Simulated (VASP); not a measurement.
# Ni: single point with PBE

Crystal: Ni.

```
Ni
1.0
     0.00000    1.75850    1.75850
     1.75850    0.00000    1.75850
     1.75850    1.75850    0.00000
Ni
1
Direct
  0.00000 0.00000 0.00000
```

```json
{
  "Program": "VASP 6.6.1",
  "Task": "single point",
  "Functional": "PBE",
  "Potentials or basis": "VASP PAW PBE potentials, release 64 (Ni)",
  "Cutoff": "520 eV",
  "k mesh": "12 × 12 × 12",
  "Occupations": "fermi-dirac, width 0.1 eV",
  "Spin": "collinear spin, ferromagnetic start",
  "Starting moments": "[1.2] μB",
  "Fixed moment": "1.2 μB",
  "Dipole correction": "no",
  "Further INCAR settings": "ALGO = Normal; EDIFF = 1e-07; NBANDS = 15"
}
```

| Quantity | Value |
| --- | --- |
| Pressure | 6.8 GPa |
| Net moment | 1.20 μB per cell |
| Site moments | Ni +1.18 μB |
| Valence electrons inside the program's atomic spheres | Ni 9.29 |

Wall time 36 s on 1 thread of Intel(R) Xeon(R) Platinum 8375C CPU @ 2.90GHz (Ice Lake), on a shared host, peak memory 0.13 GiB.

Caveat: the total moment is fixed, so each spin has its own Fermi level.
